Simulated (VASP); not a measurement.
A run of VASP 6.6.1:

File POSCAR:

```
PbO2
1.0
    3.3800000000      0.0000000000      0.0000000000
   -1.6900000000      2.9271658648      0.0000000000
    0.0000000000      0.0000000000      3.7180000000
Pb O
1 2
Direct
    0.0000000000      0.0000000000      0.0000000000
    0.3333333333      0.6666666667      0.5000000000
    0.6666666667      0.3333333333      0.5000000000
```

File INCAR.step1:

```
SYSTEM = PbO2
PREC = Accurate
ENCUT = 600
ISMEAR = -1
SIGMA = 0.01
LREAL = .FALSE.
LASPH = .TRUE.
NELM = 80
GGA = PE
ALGO = Normal
EDIFF = 1E-4
LWAVE = .TRUE.
LCHARG = .FALSE.
```

Contents of INCAR.step2:

```
SYSTEM = PbO2
PREC = Accurate
ENCUT = 600
EDIFF = 1E-6
ISMEAR = -1
SIGMA = 0.01
LREAL = .FALSE.
LASPH = .TRUE.
NELM = 80
ALGO = Normal
ISIF = 3
LWAVE = .FALSE.
LCHARG = .FALSE.
METAGGA = R2SCAN
LMIXTAU = .TRUE.
IBRION = 2
NSW = 60
EDIFFG = -0.01
PSTRESS = 100.0
ISTART = 1
```

KPOINTS

```
Automatic mesh
0
G
  6 6 5
  0 0 0
```

Potentials or basis: VASP PAW PBE potentials, release 64 (Pb_d, O).

Launch:

```sh
$ cat potpaw_PBE.64/Pb_d/POTCAR potpaw_PBE.64/O/POTCAR > POTCAR
$ cp INCAR.step1 INCAR
$ mpirun -np 1 vasp_std > vasp.out
$ cp INCAR.step2 INCAR
$ mpirun -np 1 vasp_std > vasp.out
```

Hardware: 1 thread of Intel(R) Xeon(R) Platinum 8375C CPU @ 2.90GHz (Ice Lake), with other jobs on the host.

Question: How long does it take, and how much memory?

Answer: Run time: 4.5 min on 1 thread of Intel(R) Xeon(R) Platinum 8375C CPU @ 2.90GHz (Ice Lake), with other jobs on the host, peak memory 0.18 GiB. Counts: k points 21, ion steps 7.
